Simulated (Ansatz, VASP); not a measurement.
One calculation of GaAs, two programs

Contents of INCAR:

```
SYSTEM = GaAs
PREC = Accurate
ENCUT = 520
EDIFF = 1E-6
ISMEAR = 0
SIGMA = 0.15
LREAL = .FALSE.
LASPH = .TRUE.
NELM = 150
ALGO = Normal
ISIF = 2
LWAVE = .FALSE.
LCHARG = .FALSE.
LNONCOLLINEAR = .TRUE.
MAGMOM = 0 0 0.5 0 0 0
LORBIT = 11
GGA = B5
ALDAX = 1.0
AGGAX = 1.0
AGGAC = 1.0
ALDAC = 0.0
IVDW = 12
VDW_S6 = 1.0
VDW_S8 = 2.6996
VDW_A1 = 0.4298
VDW_A2 = 4.2359
NBANDS = 30
```

The input KPOINTS:

```
Automatic mesh
0
G
  6 6 6
  0 0 0
```

The input POSCAR:

```
GaAs
1.0
    0.0000000000      2.8268500000      2.8268500000
    2.8268500000      0.0000000000      2.8268500000
    2.8268500000      2.8268500000      0.0000000000
As Ga
1 1
Direct
    0.7500000000      0.7500000000      0.7500000000
    0.0000000000      0.0000000000      0.0000000000
```

File input.yaml:

```yaml
crystal:
  lattice:
    - [0.0, 2.82685, 2.82685]
    - [2.82685, 0.0, 2.82685]
    - [2.82685, 2.82685, 0.0]
  atoms:
    - { symbol: As, position: [0.75, 0.75, 0.75], spin: 0.5, spin_axis: [0.0, 0.0, 1.0] }
    - { symbol: Ga, position: [0.0, 0.0, 0.0] }
kpoints:
  mp_grid: { grid: [6, 6, 6] }
scf:
  occupations: { method: gaussian, width: 0.15 }
hamiltonian:
  xc: blyp
  dispersion: d3bj
  pseudopotentials: { kind: all_electron, lapw: { basis_error: 0.001 } }
magnetization:
  noncollinear: true
output:
  forces: true
  stress: true
  eigenvalues: true
```

Alike in both runs: task single point; functional BLYP; dispersion D3(BJ); k mesh 6 × 6 × 6; occupations gaussian, width 0.15 eV; non-collinear spin.

```csv
,VASP,Ansatz
version,VASP 6.6.1,Ansatz 0.2.0
potentials or method,"VASP PAW PBE potentials, release 64 (As, Ga_d), cutoff 520 eV","all-electron LAPW, scalar-relativistic"
```

```tsv
	VASP	Ansatz	Ansatz less VASP
gap on the k mesh at the Fermi level (eV)	0.39	0.34	-0.050
least direct gap on the mesh (eV)	0.39	0.34	-0.050
pressure (GPa)	1.3	1.0	-0.33
net moment per atom (μB)	0.00	0.00	0.000
```

VASP's potentials were made for PBE, not for BLYP. Ansatz ran all-electron here, and VASP with PAW potentials.
